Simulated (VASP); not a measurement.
KF:

```
CELL_PARAMETERS angstrom
3.73983 0.00000 0.00000
-1.86991 3.23879 0.00000
0.00000 0.00000 6.59450
ATOMIC_POSITIONS crystal
K 0.00000 0.00000 0.00000
K 0.00000 0.00000 0.50000
F 0.33333 0.66667 0.25000
F 0.66667 0.33333 0.75000
```

* Program: VASP 6.6.1
* Task: relaxation of cell and atoms
* Functional: LDA
* Potentials or basis: VASP PAW LDA potentials, release 64 (K_sv, F)
* Cutoff: 600 eV
* k mesh: 12 × 12 × 4
* Occupations: fermi-dirac, width 0.02 eV
* Spin: no spin polarisation

At the start: pressure -4.4 GPa; volume 19.97 Å³/atom.

Q: How do energy, volume and symmetry change on relaxing?

A: Over 9 steps the energy falls by 43.8 meV/atom and the volume is 17.23 Å³/atom (-13.7 %); space group P6_3/mmc (No. 194, to 0.1 Å) before and after.

The path:
| step | energy change (eV) | largest force (eV/Å) | pressure (GPa) | volume (Å³) |
| --- | --- | --- | --- | --- |
| 1 | 0.0000 | 0.0000 | -4.44 | 79.88 |
| 2 | -0.1374 | 0.0000 | -2.42 | 73.65 |
| 3 | -0.1740 | 0.0000 | -0.30 | 69.52 |
| 4 | -0.1743 | 0.0000 | 0.01 | 69.03 |
| 5 | -0.1743 | 0.0000 | -0.12 | 69.24 |
| 6 | -0.1749 | 0.0000 | -0.12 | 69.19 |
| 7 | -0.1753 | 0.0000 | -0.08 | 69.06 |
| 8 | -0.1754 | 0.0000 | -0.08 | 69.09 |
| 9 | -0.1754 | 0.0000 | 0.01 | 68.94 |

Final structure:
```xyz
4
Lattice="3.5548 0.0000 0.0000 -1.7774 3.0786 0.0000 0.0000 0.0000 6.2994" Properties=species:S:1:pos:R:3 pbc="T T T"
K    -1.7774    3.0786    0.0000
K    -1.7774    3.0786    3.1497
F     0.0000    2.0524    1.5748
F     1.7774    1.0262    4.7245
```
